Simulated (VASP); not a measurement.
# Os (Pm-3m) in VASP: notebook

Runs on Os. Level: PBE. Tasks: single point.

Program: VASP 6.6.1. These are calculated values, not measurements. Logs are shortened: lines on timing, memory, paths and dates and some standing lists are left out, and cuts for length are marked.

## (1) The cell of the first run

The structure is cubic, space group Pm-3m (No. 221). The conventional cell has a = 2.523 Å, b = 2.523 Å, c = 2.523 Å, α = 90.00°, β = 90.00°, γ = 90.00°. Os (site symmetry m-3m) has 6 Os at 2.52 Å within 3.3 Å.

## (2) Single point, PBE (volume scaled by 0.96)

File INCAR:

```
SYSTEM = Os
PREC = Accurate
ENCUT = 520
EDIFF = 1E-6
ISMEAR = -1
SIGMA = 0.1
LREAL = .FALSE.
LASPH = .TRUE.
NELM = 80
ALGO = Normal
ISIF = 2
LWAVE = .FALSE.
LCHARG = .FALSE.
GGA = PE
NBANDS = 10
```

File KPOINTS:

```
Automatic mesh
0
G
  14 14 14
  0 0 0
```

File POSCAR:

```
Os
1.0
    2.5230509372      0.0000000000      0.0000000000
    0.0000000000      2.5230509372      0.0000000000
    0.0000000000      0.0000000000      2.5230509372
Os
1
Direct
    0.0000000000      0.0000000000      0.0000000000
```

Potentials or basis: VASP PAW PBE potentials, release 64 (Os).

Run with:

```sh
$ cat potpaw_PBE.64/Os/POTCAR > POTCAR
$ mpirun -np 1 vasp_std > vasp.out
```

OUTCAR:

```text
SYSTEM = Os
   PREC = Accurate
   ENCUT = 520
   EDIFF = 1E-6
   ISMEAR = -1
   LREAL = .FALSE.
   LASPH = .TRUE.
   NELM = 80
   ISIF = 2
   GGA = PE

 ion  position               nearest neighbor table
   1  0.000  0.000  0.000-

  LATTYP: Found a simple cubic cell.
 ALAT       =     2.5230509372

  Lattice vectors:

 A1 = (   2.5230509372,   0.0000000000,   0.0000000000)
 A2 = (   0.0000000000,   2.5230509372,   0.0000000000)
 A3 = (   0.0000000000,   0.0000000000,   2.5230509372)

Analysis of symmetry for initial positions (statically):
=====================================================================
 Subroutine PRICEL returns:
 Original cell was already a primitive cell.

 Routine SETGRP: Setting up the symmetry group for a
 simple cubic supercell.

 Subroutine GETGRP returns: Found 48 space group operations
 (whereof 48 operations were pure point group operations)
 out of a pool of 48 trial point group operations.

The static configuration has the point symmetry O_h .

Analysis of symmetry for dynamics (positions and initial velocities):
=====================================================================
 Subroutine PRICEL returns:
 Original cell was already a primitive cell.

 Routine SETGRP: Setting up the symmetry group for a
 simple cubic supercell.

 Subroutine GETGRP returns: Found 48 space group operations
 (whereof 48 operations were pure point group operations)
 out of a pool of 48 trial point group operations.

The dynamic configuration has the point symmetry O_h .

 Subroutine INISYM returns: Found 48 space group operations
 (whereof 48 operations are pure point group operations),
 and found     1 'primitive' translations

----------------------------------------------------------------------------------------

                                     Primitive cell

  volume of cell :      16.0612

  direct lattice vectors                    reciprocal lattice vectors
     2.523050937  0.000000000  0.000000000     0.396345545  0.000000000  0.000000000
     0.000000000  2.523050937  0.000000000     0.000000000  0.396345545  0.000000000
     0.000000000  0.000000000  2.523050937     0.000000000  0.000000000  0.396345545

  length of vectors
     2.523050937  2.523050937  2.523050937     0.396345545  0.396345545  0.396345545

  position of ions in fractional coordinates (direct lattice)
     0.000000000  0.000000000  0.000000000

  ion indices of the primitive-cell ions
   primitive index   ion index
                 1           1

----------------------------------------------------------------------------------------

 KPOINTS: Automatic mesh

Automatic generation of k-mesh.
 Grid dimensions read from file:
 generate k-points for:   14   14   14

 Generating k-lattice:

  Cartesian coordinates                     Fractional coordinates (reciprocal lattice)
     0.028310396  0.000000000  0.000000000     0.071428571  0.000000000  0.000000000
     0.000000000  0.028310396  0.000000000     0.000000000  0.071428571  0.000000000
     0.000000000  0.000000000  0.028310396     0.000000000  0.000000000  0.071428571

  Length of vectors
     0.028310396  0.028310396  0.028310396

  Shift w.r.t. Gamma in fractional coordinates (k-lattice)
     0.000000000  0.000000000  0.000000000

 Subroutine IBZKPT returns following result:
 ===========================================

 Found    120 irreducible k-points:

 Following reciprocal coordinates:
            Coordinates               Weight
  0.000000  0.000000  0.000000      1.000000
  0.071429  0.000000  0.000000      6.000000
  0.142857  0.000000  0.000000      6.000000
  0.214286  0.000000  0.000000      6.000000
  0.285714  0.000000  0.000000      6.000000
  0.357143  0.000000  0.000000      6.000000
[... 16 lines left out ...]
  0.285714  0.214286  0.000000     24.000000
  0.357143  0.214286  0.000000     24.000000
 [... further k-points ...]
   k-points           NKPTS =    120   k-points in BZ     NKDIM =    120   number of bands    NBANDS=     10
   number of dos      NEDOS =    301   number of ions     NIONS =      1
   total plane-waves  NPLWV =   8000
   dimension x,y,z NGX =    20 NGY =   20 NGZ =   20
   dimension x,y,z NGXF=    40 NGYF=   40 NGZF=   40
   ions per type =               1
   NGX,Y,Z   is equivalent  to a cutoff of  13.18, 13.18, 13.18 a.u.
   NGXF,Y,Z  is equivalent  to a cutoff of  26.36, 26.36, 26.36 a.u.
 SYSTEM =  Os
   PREC   = accura    normal or accurate (medium, high low for compatibility)
   ISTART =      0    job   : 0-new  1-cont  2-samecut
   ICHARG =      2    charge: 1-file 2-atom 10-const
   ISPIN  =      1    spin polarized calculation?
   LNONCOLLINEAR =      F non collinear calculations
   LSORBIT =      F    spin-orbit coupling
   LASPH  =      T    aspherical Exc in radial PAW
   ENCUT  =  520.0 eV  38.22 Ry    6.18 a.u.   4.69  4.69  4.69*2*pi/ulx,y,z
   NELM   =     80;   NELMIN=  2; NELMDL= -5     # of ELM steps
   EDIFF  = 0.1E-05   stopping-criterion for ELM
   LREAL  =      F    real-space projection
   EDIFFG = 0.1E-04   stopping-criterion for IOM
   NSW    =      0    number of steps for IOM
   IBRION =     -1    ionic relax: 0-MD 1-quasi-New 2-CG
   NFREE  =      0    steps in history (QN), initial steepest desc. (CG)
   ISIF   =      2    stress and relaxation
   ISYM   =      2    0-nonsym 1-usesym 2-fastsym
   POTIM  = 0.5000    time-step for ionic-motion
   TEBEG  =    0.0;   TEEND  =   0.0 temperature during run
   PSTRESS=    0.0 pullay stress
   NELECT =       8.0000    total number of electrons
   NUPDOWN=      -1.0000    fix difference up-down
   EMIN   =  10.00;   EMAX   =-10.00  energy-range for DOS
   EFERMI =   0.00;   METHOD = LEGACY
   ISMEAR =    -1;   SIGMA  =   0.10  broadening in eV -4-tet -1-fermi 0-gaus
   EFERMI_NEDOS =   21; number of points for ismear=-14 and -15
   IALGO  =     38    algorithm
   IMIX   =      4    mixing-type and parameters
     AMIX     =   0.40;   BMIX     =  1.00
     AMIX_MAG =   1.60;   BMIX_MAG =  1.00
  volume/ion in A,a.u.               =      16.06       108.39
  Fermi-wavevector in a.u.,A,eV,Ry     =   1.297713  2.452323 22.913030  1.684060
  Thomas-Fermi vector in A             =   2.429088
   LORBIT       =      0    0 simple, 1 ext, 2 COOP (PROOUT), +10 PAW based schemes
   GGA     = PE    functional components
   LHFCALC =     F    Hartree Fock is set to
   AEXX    =    0.0000 exact exchange contribution
   IVDW    =     0    specifies the selected vdW correction
   LEPSILON=     F    determine dielectric tensor
   LRPA    =     F    only Hartree local field effects (RPA)
 non-spin polarized calculation
  energy-cutoff  :      520.00
  volume of cell :       16.06
 maximum number of plane-waves:       461
 NGX is ok and might be reduce to    20
   NGX =  9   NGY =  9   NGZ =  9

 number of electron       7.9999999 magnetization

 Free energy of the ion-electron system (eV)
  ---------------------------------------------------
  ext. energy  EPLUGINS =         0.00000000
  ---------------------------------------------------
  free energy    TOTEN  =        -9.72612980 eV

  energy without entropy =       -9.67485690  energy(sigma->0) =       -9.70049335

 E-fermi :   7.7082     XC(G=0): -13.0940

 val. band max:        7.6995258549   @ k =   0.5000   0.5000   0.2857
 cond. band min:       7.7195353725   @ k =   0.2857   0.0714   0.0714
 fundamental gap:      0.0200095176
 Fermi energy:         7.7081685188

 k-point     1 :       0.0000    0.0000    0.0000
  band No.  band energies     occupation
      1      -2.0650      2.00000
      2       1.4565      2.00000
      3       1.4565      2.00000
      4      10.1311      0.00000
      5      10.1311      0.00000
      6      10.1311      0.00000
      7      23.4903      0.00000
      8      23.4903      0.00000
      9      23.4903      0.00000
     10      29.7443      0.00000

 k-point     2 :       0.0714    0.0000    0.0000
  band No.  band energies     occupation
      1      -1.8928      2.00000
      2       1.4964      2.00000
      3       1.6373      2.00000
      4       9.9002      0.00000
      5       9.9002      0.00000
      6      10.1483      0.00000
      7      22.4752      0.00000
      8      23.8395      0.00000
      9      23.8395      0.00000
     10      30.4566      0.00000

 k-point     3 :       0.1429    0.0000    0.0000
  band No.  band energies     occupation
      1      -1.4224      2.00000
      2       1.6103      2.00000
      3       2.1864      2.00000
      4       9.3038      0.00000
      5       9.3038      0.00000
      6      10.1967      0.00000
      7      20.5065      0.00000
      8      24.7772      0.00000
      9      24.7772      0.00000
     10      29.3267      0.00000

 k-point     4 :       0.2143    0.0000    0.0000
  band No.  band energies     occupation
      1      -0.7705      2.00000
      2       1.7800      2.00000
      3       3.0933      2.00000
      4       8.5429      0.00047
      5       8.5429      0.00047
      6      10.2673      0.00000
      7      18.5274      0.00000
      8      26.0668      0.00000
      9      26.0668      0.00000
     10      27.3525      0.00000

 k-point     5 :       0.2857    0.0000    0.0000
  band No.  band energies     occupation
      1      -0.0659      2.00000
      2       1.9762      2.00000
      3       4.2504      2.00000
      4       7.7995      0.57282
      5       7.7995      0.57282
      6      10.3468      0.00000
      7      16.8818      0.00000
      8      25.7065      0.00000
      9      27.4802      0.00000
     10      27.4802      0.00000

 k-point     6 :       0.3571    0.0000    0.0000
  band No.  band energies     occupation
      1       0.5821      2.00000
      2       2.1607      2.00000
      3       5.3931      2.00000
      4       7.1969      1.98804
      5       7.1969      1.98804
      6      10.4193      0.00000
      7      15.7776      0.00000
      8      24.4692      0.00000
      9      28.8283      0.00000
     10      28.8283      0.00000
[... 183 lines left out ...]
 k-point    21 :       0.5000    0.1429    0.0000
  band No.  band energies     occupation
      1       1.8279      2.00000
      2       3.1707      2.00000
      3       4.0556      2.00000
      4       6.7957      1.99978
      5       8.9197      0.00001
      6       9.7697      0.00000
      7      15.2049      0.00000
      8      24.3045      0.00000
      9      27.3390      0.00000
     10      27.4915      0.00000

 k-point    22 :       0.2143    0.2143    0.0000
  band No.  band energies     occupation
      1       0.4588      2.00000
      2       2.7832      2.00000
      3       3.9508      2.00000
      4       6.9508      1.99897
      5       8.5752      0.00034
      6       8.9286      0.00001
      7      20.3232      0.00000
      8      20.8142      0.00000
      9      27.7916      0.00000
     10      28.8120      0.00000

 k-point    23 :       0.2857    0.2143    0.0000
  band No.  band energies     occupation
      1       1.0441      2.00000
      2       3.0245      2.00000
      3       4.6829      2.00000
      4       6.7954      1.99978
      5       7.9979      0.10454
      6       8.9033      0.00001
      7      18.5705      0.00000
      8      21.7252      0.00000
      9      27.0795      0.00000
     10      30.2973      0.00000

 k-point    24 :       0.3571    0.2143    0.0000
  band No.  band energies     occupation
      1       1.5687      2.00000
      2       3.0903      2.00000
      3       4.7197      2.00000
      4       7.4287      1.88480
      5       7.8631      0.35024
      6       8.9921      0.00001
      7      16.9412      0.00000
      8      22.8354      0.00000
      9      26.2424      0.00000
     10      31.0756      0.00000

 [... further k-points ...]

------------------------ aborting loop because EDIFF is reached ----------------------------------------

  FORCE on cell =-STRESS in cart. coord.  units (eV):
  Direction    XX          YY          ZZ          XY          YZ          ZX
  --------------------------------------------------------------------------------------
  -------------------------------------------------------------------------------------
  Total        1.2495288      1.2495288      1.2495288      0.0000000      0.0000000      0.0000000
  in kB      124.6461308    124.6461308    124.6461308      0.0000000      0.0000000      0.0000000
  external PRESSURE =     124.6461308 kB  Pullay stress =       0.0000000 kB

 VOLUME and BASIS-vectors are now :
 -----------------------------------------------------------------------------
  energy-cutoff  :      520.00
  volume of cell :       16.06
      direct lattice vectors                 reciprocal lattice vectors
     2.523050937  0.000000000  0.000000000     0.396345545  0.000000000  0.000000000
     0.000000000  2.523050937  0.000000000     0.000000000  0.396345545  0.000000000
     0.000000000  0.000000000  2.523050937     0.000000000  0.000000000  0.396345545

 POSITION                                       TOTAL-FORCE (eV/Angst)
 -----------------------------------------------------------------------------------
      0.00000      0.00000      0.00000         0.000000      0.000000      0.000000
 -----------------------------------------------------------------------------------
    total drift:                               -0.000000      0.000000      0.000000

  FREE ENERGIE OF THE ION-ELECTRON SYSTEM (eV)
  ---------------------------------------------------
  free  energy   TOTEN  =        -9.7261297954 eV

  energy  without entropy=       -9.6748568982  energy(sigma->0) =       -9.70049335
```

Wall time 6 s (1 thread of Intel Xeon 6975P-C (Granite Rapids), shared host); peak memory 0.14 GiB.

What came out:

| Item | Value |
| --- | --- |
| Free energy | -9.7261 eV |
| Pressure | 12.5 GPa |
| Band gap on the k mesh | zero (band 4 reaches 12.92 eV, above the bottom of band 5 at 6.68 eV) |

Levels at points of the mesh, in eV from the Fermi level:
```
           k point  band 1  band 2  band 3  band 4  band 5  band 6  band 7  band 8  band 9
(0.00, 0.00, 0.00)   -9.77   -6.25   -6.25    2.42    2.42    2.42   15.78   15.78   15.78
(0.50, 0.00, 0.00)   -6.47   -5.37   -1.26   -1.03   -1.03    2.78    7.51   15.73   20.35
(0.50, 0.50, 0.00)   -7.05   -4.72   -0.36   -0.36    4.60    4.60    4.97   13.36   14.94
(0.50, 0.50, 0.50)   -5.53   -5.53   -5.53    5.22    5.22    8.33   11.60   11.60   11.60
```

Caveat: the cell differs from its parent crystal (volume scaled by 0.96); spin-orbit coupling is left out, which moves the levels of the heavy elements.

## (3) Single point, PBE

This run uses another cell than the first one, of 16.73 Å³/atom, 1.042 times its volume.

File INCAR:

```
PREC     = Accurate       # precision mode
ENCUT    = 520            # plane-wave cutoff, eV
EDIFF    = 1E-6           # SCF threshold, eV
ISMEAR   = -1             # smearing method
SIGMA    = 0.1            # smearing width, eV
LREAL    = False          # projectors in reciprocal space
LASPH    = True           # aspherical terms in the spheres
NELM     = 100            # most SCF steps
ALGO     = Normal         # electronic algorithm
ISIF     = 2              # what is computed and relaxed
LWAVE    = False          # write WAVECAR
LCHARG   = False          # write CHGCAR
GGA      = PE             # functional
NBANDS   = 10             # bands
```

File KPOINTS:

```
Automatic mesh
0
Gamma
  14 14 14
```

File POSCAR:

```
Os
1.0
    2.5576175742      0.0000000000      0.0000000000
    0.0000000000      2.5576175742      0.0000000000
    0.0000000000      0.0000000000      2.5576175742
Os
1
Direct
    0.0000000000      0.0000000000      0.0000000000
```

Potentials or basis: VASP PAW PBE potentials, release 64 (Os).

Run with:

```sh
$ cat potpaw_PBE.64/Os/POTCAR > POTCAR
$ mpirun -np 1 vasp_std > vasp.out
```

OUTCAR:

```text
PREC = Accurate
   ENCUT = 520
   EDIFF = 1E-6
   ISMEAR = -1
   LREAL = False
   LASPH = True
   NELM = 100
   ISIF = 2
   GGA = PE

 ion  position               nearest neighbor table
   1  0.000  0.000  0.000-

  LATTYP: Found a simple cubic cell.
 ALAT       =     2.5576175742

  Lattice vectors:

 A1 = (   2.5576175742,   0.0000000000,   0.0000000000)
 A2 = (   0.0000000000,   2.5576175742,   0.0000000000)
[... 489 lines left out ...]
      8      21.9170      0.00000
      9      25.4454      0.00000
     10      29.9226      0.00000

 [... further k-points ...]

------------------------ aborting loop because EDIFF is reached ----------------------------------------

  FORCE on cell =-STRESS in cart. coord.  units (eV):
  Direction    XX          YY          ZZ          XY          YZ          ZX
  --------------------------------------------------------------------------------------
  -------------------------------------------------------------------------------------
  Total        0.0148167      0.0148167      0.0148167      0.0000000      0.0000000     -0.0000000
  in kB        1.4189112      1.4189112      1.4189112      0.0000000      0.0000000     -0.0000000
  external PRESSURE =       1.4189112 kB  Pullay stress =       0.0000000 kB

 VOLUME and BASIS-vectors are now :
 -----------------------------------------------------------------------------
  energy-cutoff  :      520.00
  volume of cell :       16.73
      direct lattice vectors                 reciprocal lattice vectors
     2.557617574  0.000000000  0.000000000     0.390988868  0.000000000  0.000000000
     0.000000000  2.557617574  0.000000000     0.000000000  0.390988868  0.000000000
     0.000000000  0.000000000  2.557617574     0.000000000  0.000000000  0.390988868

 POSITION                                       TOTAL-FORCE (eV/Angst)
 -----------------------------------------------------------------------------------
      0.00000      0.00000      0.00000         0.000000      0.000000      0.000000
 -----------------------------------------------------------------------------------
    total drift:                               -0.000000      0.000000      0.000000

  FREE ENERGIE OF THE ION-ELECTRON SYSTEM (eV)
  ---------------------------------------------------
  free  energy   TOTEN  =        -9.7518687763 eV

  energy  without entropy=       -9.6982223319  energy(sigma->0) =       -9.72504555
```

OSZICAR:

```text
N       E                     dE             d eps       ncg     rms          rms(c)
DAV:   1     0.351823089078E+02    0.35182E+02   -0.40767E+03  2472   0.723E+02
DAV:   2    -0.899539115904E+01   -0.44178E+02   -0.41605E+02  2454   0.191E+02
DAV:   3    -0.102174244271E+02   -0.12220E+01   -0.12127E+01  2852   0.291E+01
DAV:   4    -0.102208949491E+02   -0.34705E-02   -0.34699E-02  2706   0.181E+00
DAV:   5    -0.102209070682E+02   -0.12119E-04   -0.12118E-04  2706   0.965E-02    0.121E+01
DAV:   6    -0.984150837418E+01    0.37940E+00   -0.55762E-01  3176   0.532E+00    0.558E+00
DAV:   7    -0.975559463420E+01    0.85914E-01   -0.27347E-01  3292   0.357E+00    0.823E-01
DAV:   8    -0.975194331324E+01    0.36513E-02   -0.51798E-03  2558   0.704E-01    0.347E-02
DAV:   9    -0.975187486501E+01    0.68448E-04   -0.67703E-05  2696   0.879E-02    0.247E-02
DAV:  10    -0.975186926885E+01    0.55962E-05   -0.25229E-06  2624   0.250E-02    0.202E-03
DAV:  11    -0.975186877626E+01    0.49259E-06   -0.18663E-07  1466   0.305E-03
   1 F= -.97518688E+01 E0= -.97250456E+01  d E =-.536464E-01
```

stdout:

```text
POSCAR found type information on POSCAR Os
 POSCAR found :  1 types and       1 ions
 scaLAPACK will be used
 LDA part: xc-table for (Slater+PW92), standard interpolation
 POSCAR, INCAR and KPOINTS ok, starting setup
 FFT: planning ... GRIDC
 FFT: planning ... GRID_SOFT
 FFT: planning ... GRID
 WAVECAR not read
 entering main loop
```

Wall time 6 s (1 thread of Intel Xeon 6975P-C (Granite Rapids), shared host); peak memory 0.14 GiB.

Results:

| Quantity | Value |
| --- | --- |
| Free energy | -9.7519 eV |
| Pressure | 0.1 GPa |
| Band gap on the k mesh | zero (band 4 reaches 12.04 eV, above the bottom of band 5 at 6.20 eV) |

Caveat: spin-orbit coupling is left out, which moves the levels of the heavy elements.
